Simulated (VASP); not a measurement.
**SnTe: single point with PBE**

Crystal: SnTe.

```xyz
2
Lattice="0.0000 3.1565 3.1565 3.1565 0.0000 3.1565 3.1565 3.1565 0.0000" Properties=species:S:1:pos:R:3 pbc="T T T"
Sn    0.0000    0.0000    0.0000
Te    3.1565    3.1565    3.1565
```

```json
{
 "Program": "VASP 6.6.1",
 "Task": "single point",
 "Functional": "PBE",
 "Potentials or basis": "VASP PAW PBE potentials, release 64 (Sn_d, Te)",
 "Cutoff": "520 eV",
 "k mesh": "6 × 6 × 6",
 "Occupations": "gaussian, width 0.1 eV",
 "Spin": "no spin polarisation",
 "Dipole correction": "no",
 "Further INCAR settings": "ALGO = Normal; EDIFF = 1e-06; NBANDS = 17"
}
```

```json
{"Pressure": "2.0 GPa", "Band gap on the k mesh": "0.08 eV"}
```

Levels at points of the mesh, in eV from the valence-band top:
```tsv
k point	band 8	band 9	band 10	band 11	band 12	band 13
(0.00, 0.00, 0.00)	-2.14	-2.14	-2.14	3.32	3.32	3.32
(0.50, 0.00, 0.00)	-1.81	-1.81	0.00	0.08	0.36	0.36
(0.50, 0.50, 0.00)	-5.55	-3.73	-3.73	2.18	4.89	4.89
```

Wall time 8.3 s on 1 thread of Intel(R) Xeon(R) 6975P-C (Granite Rapids), with other jobs on the host, peak memory 0.2 GiB.

Caveat: spin-orbit coupling is left out, which moves the levels of the heavy elements. A k mesh can miss the band edges.
